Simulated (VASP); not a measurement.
# Ge (Cmmm) in VASP: further runs

Aim: see how the results for Ge move with the level of theory and the settings. Levels: LDA, PBE, HF. Tasks: single point.

All numbers are computed with VASP 6.6.1; they aren't measurements. Logs are shortened: lines on timing, memory, paths and dates and some standing lists are left out, and cuts for length are marked.

## (1) The cell of the first run

It takes space group Cmmm (No. 65, orthorhombic). Conventional cell: a = 2.775 Å, b = 4.887 Å, c = 2.649 Å, α = 90.00°, β = 90.00°, γ = 90.00°. Within 3.5 Å of Ge (site symmetry mmm) lie 8 Ge at 2.65 to 2.81 Å.

## (2) Single point, LDA

Input file INCAR:

```
PREC = Accurate
ENCUT = 520
EDIFF = 1E-7
ISMEAR = -1
SIGMA = 0.05
LREAL = F
LASPH = T
NELM = 80
ALGO = Normal
ISIF = 2
LWAVE = F
LCHARG = F
GGA = CA
NBANDS = 13
```

Input file KPOINTS:

```
regular mesh
0
Gamma
  11 11 10
```

Input file POSCAR:

```
Ge
1.0
    1.3877169496     -2.4433475156      0.0000000000
    1.3877169496      2.4433475156      0.0000000000
    0.0000000000      0.0000000000      2.6493406009
Ge
1
Direct
    0.5000000000      0.5000000000      0.0000000000
```

Potentials or basis: VASP PAW LDA potentials, release 64 (Ge_d).

Launch:

```sh
> cat potpaw_LDA.64/Ge_d/POTCAR > POTCAR
> mpirun -np 1 vasp_std > vasp.out
```

OUTCAR:

```text
PREC = Accurate
   ENCUT = 520
   EDIFF = 1E-7
   ISMEAR = -1
   LREAL = F
   LASPH = T
   NELM = 80
   ISIF = 2
   GGA = CA

 ion  position               nearest neighbor table
   1  0.500  0.500  0.000-

  LATTYP: Found a base centered orthorhombic cell.
 ALAT       =     2.7754338992
 B/A-ratio  =     1.7606958799
 C/A-ratio  =     0.9545680773

  Lattice vectors:

 A1 = (   1.3877169496,  -2.4433475156,   0.0000000000)
 A2 = (   1.3877169496,   2.4433475156,   0.0000000000)
 A3 = (   0.0000000000,   0.0000000000,   2.6493406009)

Analysis of symmetry for initial positions (statically):
=====================================================================
 Subroutine PRICEL returns:
 Original cell was already a primitive cell.

 Routine SETGRP: Setting up the symmetry group for a
 base centered orthorhombic supercell.

 Subroutine GETGRP returns: Found  8 space group operations
 (whereof  8 operations were pure point group operations)
 out of a pool of  8 trial point group operations.

The static configuration has the point symmetry D_2h.

Analysis of symmetry for dynamics (positions and initial velocities):
=====================================================================
 Subroutine PRICEL returns:
 Original cell was already a primitive cell.

 Routine SETGRP: Setting up the symmetry group for a
 base centered orthorhombic supercell.

 Subroutine GETGRP returns: Found  8 space group operations
 (whereof  8 operations were pure point group operations)
 out of a pool of  8 trial point group operations.

The dynamic configuration has the point symmetry D_2h.

 Subroutine INISYM returns: Found  8 space group operations
 (whereof  8 operations are pure point group operations),
 and found     1 'primitive' translations

----------------------------------------------------------------------------------------

                                     Primitive cell

  volume of cell :      17.9661

  direct lattice vectors                    reciprocal lattice vectors
     1.387716950 -2.443347516  0.000000000     0.360304023 -0.204637284  0.000000000
     1.387716950  2.443347516  0.000000000     0.360304023  0.204637284  0.000000000
     0.000000000  0.000000000  2.649340601     0.000000000  0.000000000  0.377452412

  length of vectors
     2.809929788  2.809929788  2.649340601     0.414361445  0.414361445  0.377452412

  position of ions in fractional coordinates (direct lattice)
     0.500000000  0.500000000  0.000000000

  ion indices of the primitive-cell ions
   primitive index   ion index
                 1           1

----------------------------------------------------------------------------------------

 KPOINTS: regular mesh

Automatic generation of k-mesh.
 Grid dimensions read from file:
 generate k-points for:   11   11   10

 Generating k-lattice:

  Cartesian coordinates                     Fractional coordinates (reciprocal lattice)
     0.032754911 -0.018603389  0.000000000     0.090909091  0.000000000  0.000000000
     0.032754911  0.018603389  0.000000000     0.000000000  0.090909091  0.000000000
     0.000000000  0.000000000  0.037745241     0.000000000  0.000000000  0.100000000

  Length of vectors
     0.037669222  0.037669222  0.037745241

  Shift w.r.t. Gamma in fractional coordinates (k-lattice)
     0.000000000  0.000000000  0.000000000

 Subroutine IBZKPT returns following result:
 ===========================================

 Found    216 irreducible k-points:

 Following reciprocal coordinates:
            Coordinates               Weight
  0.000000  0.000000  0.000000      1.000000
  0.090909  0.000000  0.000000      4.000000
  0.181818  0.000000  0.000000      4.000000
  0.272727  0.000000  0.000000      4.000000
  0.363636  0.000000  0.000000      4.000000
  0.454545  0.000000  0.000000      4.000000
[... 16 lines left out ...]
 -0.272727  0.181818  0.000000      4.000000
 -0.181818  0.181818  0.000000      2.000000
 [... further k-points ...]
   k-points           NKPTS =    216   k-points in BZ     NKDIM =    216   number of bands    NBANDS=     13
   number of dos      NEDOS =    301   number of ions     NIONS =      1
   total plane-waves  NPLWV =  11520
   dimension x,y,z NGX =    24 NGY =   24 NGZ =   20
   dimension x,y,z NGXF=    48 NGYF=   48 NGZF=   40
   ions per type =               1
   NGX,Y,Z   is equivalent  to a cutoff of  14.20, 14.20, 12.55 a.u.
   NGXF,Y,Z  is equivalent  to a cutoff of  28.40, 28.40, 25.10 a.u.
 SYSTEM =  unknown system
   PREC   = accura    normal or accurate (medium, high low for compatibility)
   ISTART =      0    job   : 0-new  1-cont  2-samecut
   ICHARG =      2    charge: 1-file 2-atom 10-const
   ISPIN  =      1    spin polarized calculation?
   LNONCOLLINEAR =      F non collinear calculations
   LSORBIT =      F    spin-orbit coupling
   LASPH  =      T    aspherical Exc in radial PAW
   ENCUT  =  520.0 eV  38.22 Ry    6.18 a.u.   5.22  5.22  4.93*2*pi/ulx,y,z
   NELM   =     80;   NELMIN=  2; NELMDL= -5     # of ELM steps
   EDIFF  = 0.1E-06   stopping-criterion for ELM
   LREAL  =      F    real-space projection
   EDIFFG = 0.1E-05   stopping-criterion for IOM
   NSW    =      0    number of steps for IOM
   IBRION =     -1    ionic relax: 0-MD 1-quasi-New 2-CG
   NFREE  =      0    steps in history (QN), initial steepest desc. (CG)
   ISIF   =      2    stress and relaxation
   ISYM   =      2    0-nonsym 1-usesym 2-fastsym
   POTIM  = 0.5000    time-step for ionic-motion
   TEBEG  =    0.0;   TEEND  =   0.0 temperature during run
   PSTRESS=    0.0 pullay stress
   NELECT =      14.0000    total number of electrons
   NUPDOWN=      -1.0000    fix difference up-down
   EMIN   =  10.00;   EMAX   =-10.00  energy-range for DOS
   EFERMI =   0.00;   METHOD = LEGACY
   ISMEAR =    -1;   SIGMA  =   0.05  broadening in eV -4-tet -1-fermi 0-gaus
   EFERMI_NEDOS =   21; number of points for ismear=-14 and -15
   IALGO  =     38    algorithm
   IMIX   =      4    mixing-type and parameters
     AMIX     =   0.40;   BMIX     =  1.00
     AMIX_MAG =   1.60;   BMIX_MAG =  1.00
  volume/ion in A,a.u.               =      17.97       121.24
  Fermi-wavevector in a.u.,A,eV,Ry     =   1.506490  2.846853 30.878580  2.269512
  Thomas-Fermi vector in A             =   2.617201
   LORBIT       =      0    0 simple, 1 ext, 2 COOP (PROOUT), +10 PAW based schemes
   GGA     = CA    functional components
   LHFCALC =     F    Hartree Fock is set to
   AEXX    =    0.0000 exact exchange contribution
   IVDW    =     0    specifies the selected vdW correction
   LEPSILON=     F    determine dielectric tensor
   LRPA    =     F    only Hartree local field effects (RPA)
 non-spin polarized calculation
  energy-cutoff  :      520.00
  volume of cell :       17.97
 maximum number of plane-waves:       496
 NGX is ok and might be reduce to    24
   NGX = 11   NGY = 11   NGZ =  9

 number of electron      13.9999991 magnetization

 Free energy of the ion-electron system (eV)
  ---------------------------------------------------
  ext. energy  EPLUGINS =         0.00000000
  ---------------------------------------------------
  free energy    TOTEN  =        -4.99595090 eV

  energy without entropy =       -4.99168607  energy(sigma->0) =       -4.99381849

 E-fermi :   6.9232     XC(G=0): -11.7663

 val. band max:        6.9010440747   @ k =   0.4545   0.1818   0.4000
 cond. band min:       6.9319512939   @ k =   0.3636   0.1818   0.4000
 fundamental gap:      0.0309072191
 Fermi energy:         6.9231882356

 k-point     1 :       0.0000    0.0000    0.0000
  band No.  band energies     occupation
      1     -17.9910      2.00000
      2     -17.9062      2.00000
      3     -17.8909      2.00000
      4     -17.7226      2.00000
      5     -17.7179      2.00000
      6      -6.7054      2.00000
      7      13.5467      0.00000
      8      15.5471      0.00000
      9      15.8840      0.00000
     10      17.2672      0.00000
     11      21.3353      0.00000
     12      21.8755      0.00000
     13      22.7098      0.00000

 k-point     2 :       0.0909    0.0000    0.0000
  band No.  band energies     occupation
      1     -17.9843      2.00000
      2     -17.9006      2.00000
      3     -17.8866      2.00000
      4     -17.7256      2.00000
      5     -17.7216      2.00000
      6      -6.4947      2.00000
      7      13.7550      0.00000
      8      13.7990      0.00000
      9      14.9352      0.00000
     10      17.7134      0.00000
     11      19.7470      0.00000
     12      22.5285      0.00000
     13      23.8598      0.00000

 k-point     3 :       0.1818    0.0000    0.0000
  band No.  band energies     occupation
      1     -17.9704      2.00000
      2     -17.9013      2.00000
      3     -17.8557      2.00000
      4     -17.7389      2.00000
      5     -17.7261      2.00000
      6      -5.8622      2.00000
      7      10.4764      0.00000
      8      13.6369      0.00000
      9      14.3674      0.00000
     10      17.4331      0.00000
     11      19.0316      0.00000
     12      24.9621      0.00000
     13      26.2418      0.00000
[... 305 lines left out ...]
 k-point    23 :      -0.2727    0.1818    0.0000
  band No.  band energies     occupation
      1     -17.9620      2.00000
      2     -17.9080      2.00000
      3     -17.8250      2.00000
      4     -17.7513      2.00000
      5     -17.7266      2.00000
      6      -5.2647      2.00000
      7       8.5155      0.00000
      8      11.6896      0.00000
      9      14.9218      0.00000
     10      18.6874      0.00000
     11      19.9092      0.00000
     12      24.3154      0.00000
     13      29.7664      0.00000

 k-point    24 :      -0.1818    0.1818    0.0000
  band No.  band energies     occupation
      1     -17.9735      2.00000
      2     -17.9084      2.00000
      3     -17.8487      2.00000
      4     -17.7413      2.00000
      5     -17.7222      2.00000
      6      -5.8846      2.00000
      7      10.1627      0.00000
      8      13.9986      0.00000
      9      14.3420      0.00000
     10      17.5811      0.00000
     11      19.1586      0.00000
     12      25.3067      0.00000
     13      26.2065      0.00000

 [... further k-points ...]
[... 5 lines left out ...]
  --------------------------------------------------------------------------------------
  -------------------------------------------------------------------------------------
  Total        0.0110548      0.0102664      0.0084482      0.0000000      0.0000000      0.0000000
  in kB        0.9858399      0.9155388      0.7533919      0.0000000      0.0000000      0.0000000
  external PRESSURE =       0.8849235 kB  Pullay stress =       0.0000000 kB

 VOLUME and BASIS-vectors are now :
 -----------------------------------------------------------------------------
  energy-cutoff  :      520.00
  volume of cell :       17.97
      direct lattice vectors                 reciprocal lattice vectors
     1.387716950 -2.443347516  0.000000000     0.360304023 -0.204637284  0.000000000
     1.387716950  2.443347516  0.000000000     0.360304023  0.204637284  0.000000000
     0.000000000  0.000000000  2.649340601     0.000000000  0.000000000  0.377452412

 POSITION                                       TOTAL-FORCE (eV/Angst)
 -----------------------------------------------------------------------------------
      1.38772      0.00000      0.00000         0.000000     -0.000000      0.000000
 -----------------------------------------------------------------------------------
    total drift:                               -0.000000     -0.000000     -0.000000

  FREE ENERGIE OF THE ION-ELECTRON SYSTEM (eV)
  ---------------------------------------------------
  free  energy   TOTEN  =        -4.9959509029 eV

  energy  without entropy=       -4.9916860685  energy(sigma->0) =       -4.99381849
```

Run time: 61 s. Hardware: 1 thread of Intel Xeon 8259CL, shared host; peak memory 0.16 GiB.

Results:

| Property | Result |
| --- | --- |
| Free energy | -4.9960 eV |
| Pressure | 0.1 GPa |
| Band gap on the k mesh | zero (bands 7 and 8 overlap by 9.39 eV) |

## (3) Single point, PBE

This run uses another cell than the first one, of 19.40 Å³/atom.

Input file INCAR:

```
SYSTEM = Ge
PREC = Accurate
ENCUT = 520
EDIFF = 1E-7
ISMEAR = -1
SIGMA = 0.05
LREAL = .FALSE.
LASPH = .TRUE.
NELM = 100
ALGO = Normal
ISIF = 2
LWAVE = .FALSE.
LCHARG = .FALSE.
GGA = PE
NBANDS = 13
```

Input file KPOINTS:

```
regular mesh
0
G
  11 11 10
  0 0 0
```

Input file POSCAR:

```
Ge
1.0
    1.4236297846     -2.5067578843      0.0000000000
    1.4236297846      2.5067578843      0.0000000000
    0.0000000000      0.0000000000      2.7173868711
Ge
1
Direct
    0.5000000000      0.5000000000      0.0000000000
```

Potentials or basis: VASP PAW PBE potentials, release 64 (Ge_d).

Launch:

```sh
> cat potpaw_PBE.64/Ge_d/POTCAR > POTCAR
> mpirun -np 1 vasp_std > vasp.out
```

Run time: 52 s. Hardware: 1 thread of Intel Xeon 8259CL, shared host; peak memory 0.17 GiB.

It converged, with:

```yaml
Free_energy: -4.2741 eV
Pressure: 0.0 GPa
Band_gap_on_the_k_mesh: zero (bands 7 and 8 overlap by 8.79 eV)
```

Levels at points of the mesh, in eV from the Fermi level:
| k point | band 3 | band 4 | band 5 | band 6 | band 7 | band 8 | band 9 | band 10 | band 11 | band 12 |
| --- | --- | --- | --- | --- | --- | --- | --- | --- | --- | --- |
| (0.00, 0.00, 0.00) | -24.69 | -24.55 | -24.54 | -12.97 | 6.30 | 8.10 | 8.41 | 9.93 | 13.84 | 14.38 |
| (0.00, 0.00, 0.50) | -24.61 | -24.60 | -24.57 | -9.33 | -5.75 | 10.82 | 11.14 | 16.66 | 17.11 | 17.62 |

## (4) Single point, HF

This run uses another cell than the first one, of 20.76 Å³/atom.

Input file POSCAR:

```
Ge
1.0
    1.4694469657     -2.5279464829      0.0000000000
    1.4694469657      2.5279464829      0.0000000000
    0.0000000000      0.0000000000      2.7937149089
Ge
1
Direct
    0.5000000000      0.5000000000      0.0000000000
```

Input file INCAR.step1:

```
  ALGO = Normal
  EDIFF = 1E-5
  ENCUT = 520
  GGA = PE
  ISIF = 2
  ISMEAR = -1
  LASPH = T
  LCHARG = F
  LREAL = F
  LWAVE = T
  NBANDS = 13
  NELM = 60
  PREC = Accurate
  SIGMA = 0.05
```

Input file INCAR.step2:

```
  AEXX = 1.0
  AGGAC = 0.0
  ALDAC = 0.0
  ALGO = Normal
  EDIFF = 1E-7
  ENCUT = 520
  GGA = PE
  ISIF = 2
  ISMEAR = -1
  ISTART = 1
  LASPH = T
  LCHARG = F
  LHFCALC = T
  LREAL = F
  LWAVE = F
  NBANDS = 13
  NELM = 60
  PREC = Accurate
  PRECFOCK = Normal
  SIGMA = 0.05
```

Input file KPOINTS:

```
k-points
0
Gamma
  6 6 5
```

Launch:

```sh
> cat potpaw_PBE.64/Ge_d/POTCAR > POTCAR
> cp INCAR.step1 INCAR
> mpirun -np 1 vasp_std > vasp.out
> cp INCAR.step2 INCAR
> mpirun -np 1 vasp_std > vasp.out
```

It took 53 min on 1 thread of Intel Xeon 8259CL, shared host; peak memory 0.16 GiB.

Results (log left out):

```yaml
Free_energy: -7.7944 eV
Pressure: -0.4 GPa
Band_gap_on_the_k_mesh: zero (bands 7 and 8 overlap by 16.17 eV)
```

Stress tensor (GPa, compression positive):
```
-0.51  0.00  0.00
 0.00 -0.44  0.00
 0.00  0.00 -0.14
```

Levels at points of the mesh, in eV from the Fermi level:
| k point | band 4 | band 5 | band 6 | band 7 | band 8 | band 9 | band 10 | band 11 |
| --- | --- | --- | --- | --- | --- | --- | --- | --- |
| (0.00, 0.00, 0.00) | -38.48 | -38.48 | -19.01 | 11.80 | 14.49 | 14.62 | 15.26 | 20.22 |
| (0.50, 0.00, 0.00) | -38.52 | -38.49 | -12.01 | -8.11 | 9.55 | 13.56 | 16.19 | 22.11 |
| (0.50, 0.50, 0.00) | -38.52 | -38.49 | -11.89 | -8.09 | 9.34 | 13.38 | 16.27 | 22.17 |

Caveat: the k points lie up to 0.45 Å⁻¹ apart, too coarse for converged energies and pressures of a metal; the PAW data sets were made with another functional, which shifts forces and pressure a little.

## (5) The runs side by side

```csv
level,potentials or basis,cell,k mesh,grid for exact exchange (PRECFOCK),share of exact exchange,gap on the mesh (eV),pressure (GPa)
LDA,"VASP PAW LDA potentials, release 64 (Ge_d)","a = 2.810, b = 2.810, c = 2.649 Å, angles 90.0, 90.0, 120.8°, 1 atom",11 × 11 × 10,-,-,none,0.1
PBE,"VASP PAW PBE potentials, release 64 (Ge_d)","a = 2.883, b = 2.883, c = 2.717 Å, angles 90.0, 90.0, 120.8°, 1 atom",11 × 11 × 10,-,-,none,0.0
HF,"VASP PAW PBE potentials, release 64 (Ge_d)","a = 2.924, b = 2.924, c = 2.794 Å, angles 90.0, 90.0, 119.7°, 1 atom",6 × 6 × 5,Normal,1,none,-0.4
```

Alike in all rows: task single point; no spin polarisation; cutoff (eV) 520; smearing fermi-dirac 0.05 eV.

Caveats: some runs use coarse meshes; the PAW data sets were made with another functional, which shifts forces and pressure a little (at least some runs).

Total energies depend on the potentials used, so only differences within one code and one set of settings carry meaning.
